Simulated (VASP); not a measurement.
# C (Fd-3m) in VASP: a series of runs

Runs on C. Level: LDA. Tasks: single point, relaxation of cell and atoms.

Program: VASP 6.6.1. These are calculated values, not measurements. Logs are shortened: lines on timing, memory, paths and dates and some standing lists are left out, and cuts for length are marked.

## 1. The cell of the first run

It takes space group Fd-3m (No. 227, cubic). Conventional cell: a = 3.532 Å, b = 3.532 Å, c = 3.532 Å, α = 90.00°, β = 90.00°, γ = 90.00°. Within 2.0 Å of C (site symmetry -43m) lie 4 C at 1.53 Å.

## 2. Single point, LDA

The input, INCAR:

```
PREC = Accurate
ENCUT = 520
EDIFF = 1E-6
ISMEAR = 0
SIGMA = 0.02
LREAL = False
LASPH = True
NELM = 60
ALGO = Normal
ISIF = 2
LWAVE = False
LCHARG = True
LELF = True
LVHAR = True
NBANDS = 11
```

The input, KPOINTS:

```
regular mesh
0
Gamma
  12 12 12
```

The input, POSCAR:

```
C
1.0
    0.0000000000      1.7658688105      1.7658688105
    1.7658688105      0.0000000000      1.7658688105
    1.7658688105      1.7658688105      0.0000000000
C
2
Direct
    0.0000000000      0.0000000000      0.0000000000
    0.2500000000      0.2500000000      0.2500000000
```

Potentials or basis: VASP PAW LDA potentials, release 64 (C).

On the command line:

```bash
$ cat potpaw_LDA.64/C/POTCAR > POTCAR
$ mpirun -np 1 vasp_std > vasp.out
```

OUTCAR:

```text
PREC = Accurate
   ENCUT = 520
   EDIFF = 1E-6
   ISMEAR = 0
   LREAL = False
   LASPH = True
   NELM = 60
   ISIF = 2

 ion  position               nearest neighbor table
   1  0.000  0.000  0.000-   2 1.53   2 1.53   2 1.53   2 1.53
   2  0.250  0.250  0.250-   1 1.53   1 1.53   1 1.53   1 1.53

  LATTYP: Found a face centered cubic cell.
 ALAT       =     3.5317376210

  Lattice vectors:

 A1 = (   0.0000000000,   1.7658688105,   1.7658688105)
 A2 = (   1.7658688105,   0.0000000000,   1.7658688105)
 A3 = (   1.7658688105,   1.7658688105,   0.0000000000)

Analysis of symmetry for initial positions (statically):
=====================================================================
 Subroutine PRICEL returns:
 Original cell was already a primitive cell.

 Routine SETGRP: Setting up the symmetry group for a
 face centered cubic supercell.

 Subroutine GETGRP returns: Found 48 space group operations
 (whereof 24 operations were pure point group operations)
 out of a pool of 48 trial point group operations.

The static configuration has the point symmetry T_d .
 The point group associated with its full space group is O_h .

Analysis of symmetry for dynamics (positions and initial velocities):
=====================================================================
 Subroutine PRICEL returns:
 Original cell was already a primitive cell.

 Routine SETGRP: Setting up the symmetry group for a
 face centered cubic supercell.

 Subroutine GETGRP returns: Found 48 space group operations
 (whereof 24 operations were pure point group operations)
 out of a pool of 48 trial point group operations.

The dynamic configuration has the point symmetry T_d .
 The point group associated with its full space group is O_h .

 Subroutine INISYM returns: Found 48 space group operations
 (whereof 24 operations are pure point group operations),
 and found     1 'primitive' translations

----------------------------------------------------------------------------------------

                                     Primitive cell

  volume of cell :      11.0130

  direct lattice vectors                    reciprocal lattice vectors
     0.000000000  1.765868810  1.765868810    -0.283146742  0.283146742  0.283146742
     1.765868810  0.000000000  1.765868810     0.283146742 -0.283146742  0.283146742
     1.765868810  1.765868810  0.000000000     0.283146742  0.283146742 -0.283146742

  length of vectors
     2.497315621  2.497315621  2.497315621     0.490424543  0.490424543  0.490424543

  position of ions in fractional coordinates (direct lattice)
     0.000000000  0.000000000  0.000000000
     0.250000000  0.250000000  0.250000000

  ion indices of the primitive-cell ions
   primitive index   ion index
                 1           1
                 2           2

----------------------------------------------------------------------------------------

 KPOINTS: regular mesh

Automatic generation of k-mesh.
 Grid dimensions read from file:
 generate k-points for:   12   12   12

 Generating k-lattice:

  Cartesian coordinates                     Fractional coordinates (reciprocal lattice)
    -0.023595562  0.023595562  0.023595562     0.083333333  0.000000000  0.000000000
     0.023595562 -0.023595562  0.023595562     0.000000000  0.083333333  0.000000000
     0.023595562  0.023595562 -0.023595562     0.000000000  0.000000000  0.083333333

  Length of vectors
     0.040868712  0.040868712  0.040868712

  Shift w.r.t. Gamma in fractional coordinates (k-lattice)
     0.000000000  0.000000000  0.000000000

 Subroutine IBZKPT returns following result:
 ===========================================

 Found     72 irreducible k-points:

 Following reciprocal coordinates:
            Coordinates               Weight
  0.000000  0.000000  0.000000      1.000000
  0.083333  0.000000  0.000000      8.000000
  0.166667  0.000000  0.000000      8.000000
  0.250000  0.000000  0.000000      8.000000
  0.333333  0.000000  0.000000      8.000000
  0.416667  0.000000  0.000000      8.000000
[... 16 lines left out ...]
  0.500000  0.166667  0.000000     24.000000
 -0.416667  0.166667  0.000000     24.000000
 [... further k-points ...]
   k-points           NKPTS =     72   k-points in BZ     NKDIM =     72   number of bands    NBANDS=     11
   number of dos      NEDOS =    301   number of ions     NIONS =      2
   total plane-waves  NPLWV =   8000
   dimension x,y,z NGX =    20 NGY =   20 NGZ =   20
   dimension x,y,z NGXF=    40 NGYF=   40 NGZF=   40
   ions per type =               2
   NGX,Y,Z   is equivalent  to a cutoff of  13.31, 13.31, 13.31 a.u.
   NGXF,Y,Z  is equivalent  to a cutoff of  26.63, 26.63, 26.63 a.u.
 SYSTEM =  unknown system
   PREC   = accura    normal or accurate (medium, high low for compatibility)
   ISTART =      0    job   : 0-new  1-cont  2-samecut
   ICHARG =      2    charge: 1-file 2-atom 10-const
   ISPIN  =      1    spin polarized calculation?
   LNONCOLLINEAR =      F non collinear calculations
   LSORBIT =      F    spin-orbit coupling
   LASPH  =      T    aspherical Exc in radial PAW
   ENCUT  =  520.0 eV  38.22 Ry    6.18 a.u.   4.64  4.64  4.64*2*pi/ulx,y,z
   NELM   =     60;   NELMIN=  2; NELMDL= -5     # of ELM steps
   EDIFF  = 0.1E-05   stopping-criterion for ELM
   LREAL  =      F    real-space projection
   EDIFFG = 0.1E-04   stopping-criterion for IOM
   NSW    =      0    number of steps for IOM
   IBRION =     -1    ionic relax: 0-MD 1-quasi-New 2-CG
   NFREE  =      0    steps in history (QN), initial steepest desc. (CG)
   ISIF   =      2    stress and relaxation
   ISYM   =      2    0-nonsym 1-usesym 2-fastsym
   POTIM  = 0.5000    time-step for ionic-motion
   TEBEG  =    0.0;   TEEND  =   0.0 temperature during run
   PSTRESS=    0.0 pullay stress
   NELECT =       8.0000    total number of electrons
   NUPDOWN=      -1.0000    fix difference up-down
   EMIN   =  10.00;   EMAX   =-10.00  energy-range for DOS
   EFERMI =   0.00;   METHOD = LEGACY
   ISMEAR =     0;   SIGMA  =   0.02  broadening in eV -4-tet -1-fermi 0-gaus
   EFERMI_NEDOS =   21; number of points for ismear=-14 and -15
   IALGO  =     38    algorithm
   IMIX   =      4    mixing-type and parameters
     AMIX     =   0.40;   BMIX     =  1.00
     AMIX_MAG =   1.60;   BMIX_MAG =  1.00
  volume/ion in A,a.u.               =       5.51        37.16
  Fermi-wavevector in a.u.,A,eV,Ry     =   1.471645  2.781006 29.466668  2.165739
  Thomas-Fermi vector in A             =   2.586756
   LORBIT       =      0    0 simple, 1 ext, 2 COOP (PROOUT), +10 PAW based schemes
   GGA     = CA    functional components
   LHFCALC =     F    Hartree Fock is set to
   AEXX    =    0.0000 exact exchange contribution
   IVDW    =     0    specifies the selected vdW correction
   LEPSILON=     F    determine dielectric tensor
   LRPA    =     F    only Hartree local field effects (RPA)
 non-spin polarized calculation
 Gauss-broadening in eV      SIGMA  =   0.02
  energy-cutoff  :      520.00
  volume of cell :       11.01
 maximum number of plane-waves:       310
   NGX =  9   NGY =  9   NGZ =  9

 number of electron       7.9999998 magnetization

 Free energy of the ion-electron system (eV)
  ---------------------------------------------------
  ext. energy  EPLUGINS =         0.00000000
  ---------------------------------------------------
  free energy    TOTEN  =       -20.24520617 eV

  energy without entropy =      -20.24520617  energy(sigma->0) =      -20.24520617

 E-fermi :  10.4210     XC(G=0): -13.6433

 val. band max:       10.1614933207   @ k =   0.0000   0.0000   0.0000
 cond. band min:      14.3583369950   @ k =   0.3333   0.3333   0.0000
 fundamental gap:      4.1968436742
 Fermi energy:        10.4210407096

 k-point     1 :       0.0000    0.0000    0.0000
  band No.  band energies     occupation
      1     -11.5555      2.00000
      2      10.1615      2.00000
      3      10.1615      2.00000
      4      10.1615      2.00000
      5      15.7874      0.00000
      6      15.7874      0.00000
      7      15.7874      0.00000
      8      24.4001      0.00000
      9      29.5575      0.00000
     10      37.1245      0.00000
     11      37.1245      0.00000

 k-point     2 :       0.0833    0.0000    0.0000
  band No.  band energies     occupation
      1     -11.3593      2.00000
      2       8.9200      2.00000
      3       9.8290      2.00000
      4       9.8290      2.00000
      5      16.2224      0.00000
      6      16.2224      0.00000
      7      16.5408      0.00000
      8      24.5088      0.00000
      9      29.8698      0.00000
     10      34.7965      0.00000
     11      34.7965      0.00000

 k-point     3 :       0.1667    0.0000    0.0000
  band No.  band energies     occupation
      1     -10.7734      2.00000
      2       6.3598      2.00000
      3       9.1098      2.00000
      4       9.1098      2.00000
      5      17.1616      0.00000
      6      17.1616      0.00000
      7      17.7344      0.00000
      8      24.8141      0.00000
      9      30.5220      0.00000
     10      33.1516      0.00000
     11      33.1516      0.00000

 k-point     4 :       0.2500    0.0000    0.0000
  band No.  band energies     occupation
      1      -9.8052      2.00000
      2       3.4865      2.00000
      3       8.3708      2.00000
      4       8.3708      2.00000
      5      18.0276      0.00000
      6      18.0276      0.00000
      7      18.6297      0.00000
      8      25.2322      0.00000
      9      30.9650      0.00000
     10      32.7255      0.00000
     11      32.7255      0.00000
[... 239 lines left out ...]
 k-point    22 :       0.4167    0.1667    0.0000
  band No.  band energies     occupation
      1      -7.2889      2.00000
      2       0.2620      2.00000
      3       5.8493      2.00000
      4       5.9978      2.00000
      5      16.8984      0.00000
      6      21.2850      0.00000
      7      21.6400      0.00000
      8      22.9824      0.00000
      9      31.2864      0.00000
     10      32.9709      0.00000
     11      37.8489      0.00000

 k-point    23 :       0.5000    0.1667    0.0000
  band No.  band energies     occupation
      1      -5.6334      2.00000
      2      -2.0595      2.00000
      3       5.1105      2.00000
      4       6.0903      2.00000
      5      17.3112      0.00000
      6      21.0003      0.00000
      7      21.8261      0.00000
      8      24.5774      0.00000
      9      30.3569      0.00000
     10      34.2777      0.00000
     11      37.0065      0.00000

 k-point    24 :      -0.4167    0.1667    0.0000
  band No.  band energies     occupation
      1      -5.1593      2.00000
      2      -2.6215      2.00000
      3       4.6067      2.00000
      4       6.4811      2.00000
      5      17.7574      0.00000
      6      20.5002      0.00000
      7      21.8094      0.00000
      8      25.7634      0.00000
      9      29.6688      0.00000
     10      34.5545      0.00000
     11      34.9857      0.00000

 [... further k-points ...]
[... 5 lines left out ...]
  --------------------------------------------------------------------------------------
  -------------------------------------------------------------------------------------
  Total        0.1115532      0.1115532      0.1115532     -0.0000000     -0.0000000      0.0000000
  in kB       16.2288359     16.2288359     16.2288359     -0.0000000     -0.0000000      0.0000000
  external PRESSURE =      16.2288359 kB  Pullay stress =       0.0000000 kB

 VOLUME and BASIS-vectors are now :
 -----------------------------------------------------------------------------
  energy-cutoff  :      520.00
  volume of cell :       11.01
      direct lattice vectors                 reciprocal lattice vectors
     0.000000000  1.765868810  1.765868810    -0.283146742  0.283146742  0.283146742
     1.765868810  0.000000000  1.765868810     0.283146742 -0.283146742  0.283146742
     1.765868810  1.765868810  0.000000000     0.283146742  0.283146742 -0.283146742

 POSITION                                       TOTAL-FORCE (eV/Angst)
 -----------------------------------------------------------------------------------
      0.00000      0.00000      0.00000        -0.000000     -0.000000     -0.000000
      0.88293      0.88293      0.88293         0.000000      0.000000      0.000000
 -----------------------------------------------------------------------------------
    total drift:                                0.000000      0.000000      0.000000

  FREE ENERGIE OF THE ION-ELECTRON SYSTEM (eV)
  ---------------------------------------------------
  free  energy   TOTEN  =       -20.2452061743 eV

  energy  without entropy=      -20.2452061743  energy(sigma->0) =      -20.24520617
```

Run time: 3.6 s. Hardware: 1 thread of Intel Xeon 6975P-C (Granite Rapids), shared host; peak memory 0.11 GiB.

Results:

```
Free energy            : -20.2452 eV
Pressure               : 1.6 GPa
Band gap on the k mesh : 4.20 eV, indirect (least direct gap 5.63 eV)
```

A k mesh can miss the band edges.

## 3. Relaxation of cell and atoms, LDA

The input, INCAR:

```
PREC     = Accurate       # precision mode
ENCUT    = 600            # plane-wave cutoff, eV
EDIFF    = 1E-7           # SCF threshold, eV
ISMEAR   = 0              # smearing method
SIGMA    = 0.02           # smearing width, eV
LREAL    = False          # projectors in reciprocal space
LASPH    = True           # aspherical terms in the spheres
NELM     = 100            # most SCF steps
ALGO     = Normal         # electronic algorithm
ISIF     = 3              # what is computed and relaxed
LWAVE    = False          # write WAVECAR
LCHARG   = False          # write CHGCAR
IBRION   = 2              # ionic algorithm
NSW      = 100            # ionic steps
EDIFFG   = -0.005         # ionic threshold
```

The input, KPOINTS:

```
Automatic mesh
0
Gamma
  12 12 12
```

The input, POSCAR:

```
C
1.0
    0.0000000000      1.7660495858      1.7660495858
    1.7660495858      0.0000000000      1.7660495858
    1.7660495858      1.7660495858      0.0000000000
C
2
Direct
    0.0000000000      0.0000000000      0.0000000000
    0.2500000000      0.2500000000      0.2500000000
```

Potentials or basis: VASP PAW LDA potentials, release 64 (C).

On the command line:

```bash
$ cat potpaw_LDA.64/C/POTCAR > POTCAR
$ mpirun -np 1 vasp_std > vasp.out
```

Run time: 5.7 s. Hardware: 1 thread of Intel Xeon 6975P-C (Granite Rapids), shared host; peak memory 0.11 GiB.

The run converged. Its results:

* Free energy: -20.2521 eV
* Relaxed volume: 5.52 Å³/atom
* Relaxed cell: a = 2.499 Å, b = 2.499 Å, c = 2.499 Å, α = 60.00°, β = 60.00°, γ = 60.00°
* Space group after relaxing (to 0.05 Å): Fd-3m (No. 227)
* Energy gained by relaxing: 0.0 meV/atom
* Ionic steps: 3
* Pressure after relaxing: 0.0 GPa
* Band gap on the k mesh: 4.19 eV, indirect (least direct gap 5.62 eV)

Final structure:
```yaml
crystal:
  lattice:
    - [0.00000, 1.76692, 1.76692]
    - [1.76692, 0.00000, 1.76692]
    - [1.76692, 1.76692, 0.00000]
  atoms:
    - { symbol: C, position: [0.00000, 0.00000, 0.00000] }
    - { symbol: C, position: [0.25000, 0.25000, 0.25000] }
```

Levels at points of the mesh, in eV from the valence-band top:
| k point | band 1 | band 2 | band 3 | band 4 | band 5 | band 6 | band 7 | band 8 |
| --- | --- | --- | --- | --- | --- | --- | --- | --- |
| (0.00, 0.00, 0.00) | -21.69 | 0.00 | 0.00 | 0.00 | 5.62 | 5.62 | 5.62 | 14.20 |
| (0.50, 0.00, 0.00) | -15.69 | -13.67 | -2.86 | -2.86 | 8.50 | 8.50 | 9.40 | 15.66 |
| (0.50, 0.50, 0.00) | -12.81 | -12.81 | -6.46 | -6.46 | 4.77 | 4.77 | 17.05 | 17.05 |

A k mesh can miss the band edges. Expect the measured gap to be larger: semilocal functionals such as LDA lack the derivative discontinuity.

## 4. Single point, LDA

The input, INCAR:

```
PREC = Accurate
ENCUT = 910
EDIFF = 1E-6
ISMEAR = 0
SIGMA = 0.02
LREAL = False
LASPH = True
NELM = 120
ALGO = Normal
ISIF = 2
LWAVE = False
LCHARG = True
LELF = True
LVHAR = True
NBANDS = 11
GGA_COMPAT = False
```

The input, KPOINTS:

```
regular mesh
0
Gamma
  12 12 12
```

The input, POSCAR:

```
C
1.0
    0.0000000000      1.7658688105      1.7658688105
    1.7658688105      0.0000000000      1.7658688105
    1.7658688105      1.7658688105      0.0000000000
C
2
Direct
    0.0000000000      0.0000000000      0.0000000000
    0.2500000000      0.2500000000      0.2500000000
```

Potentials or basis: VASP PAW LDA potentials, release 64 (C_h).

On the command line:

```bash
$ cat potpaw_LDA.64/C_h/POTCAR > POTCAR
$ mpirun -np 1 vasp_std > vasp.out
```

It took 20 s on 1 thread of AMD EPYC 7R13 (Zen 3), shared host; peak memory 0.1 GiB.

Results (log left out):

```
Free energy            : -20.2668 eV
Pressure               : 0.7 GPa
Band gap on the k mesh : 4.20 eV, indirect (least direct gap 5.63 eV)
```

Levels at points of the mesh, in eV from the valence-band top:
```csv
k point,band 1,band 2,band 3,band 4,band 5,band 6,band 7,band 8,band 9
"(0.00, 0.00, 0.00)",-21.72,0.00,0.00,0.00,5.63,5.63,5.63,14.23,19.40
"(0.50, 0.00, 0.00)",-15.71,-13.69,-2.87,-2.87,8.51,8.51,9.42,15.67,21.95
"(0.50, 0.50, 0.00)",-12.82,-12.82,-6.47,-6.47,4.77,4.77,17.07,17.07,23.47
```

Caveat: the cutoff is under 1.25 times the usual one of these potentials, so pressure, stress and relaxed cells hold a basis-set (Pulay) error. A k mesh can miss the band edges.

## 5. Overview

```tsv
task	potentials or basis	cell	cutoff (eV)	second run	gap on the mesh (eV)	pressure (GPa)
single point	VASP PAW LDA potentials, release 64 (C)	a = 2.497 Å, angles 60.0°, 2 atoms	520	-	4.20	1.6
relaxation of cell and atoms	VASP PAW LDA potentials, release 64 (C)	relaxed from a = 2.498 Å, angles 60.0°, 2 atoms	600	-	4.19	0.0
single point	VASP PAW LDA potentials, release 64 (C_h)	a = 2.497 Å, angles 60.0°, 2 atoms	910	hard_potentials	4.20	0.7
```

Alike in all rows: level LDA; no spin polarisation; k mesh 12 × 12 × 12; smearing gaussian 0.02 eV.

Caveats: the cutoff is under 1.25 times the usual one of these potentials, so pressure, stress and relaxed cells hold a basis-set (Pulay) error (some runs).

Absolute energies hang on the potentials; compare differences alone.
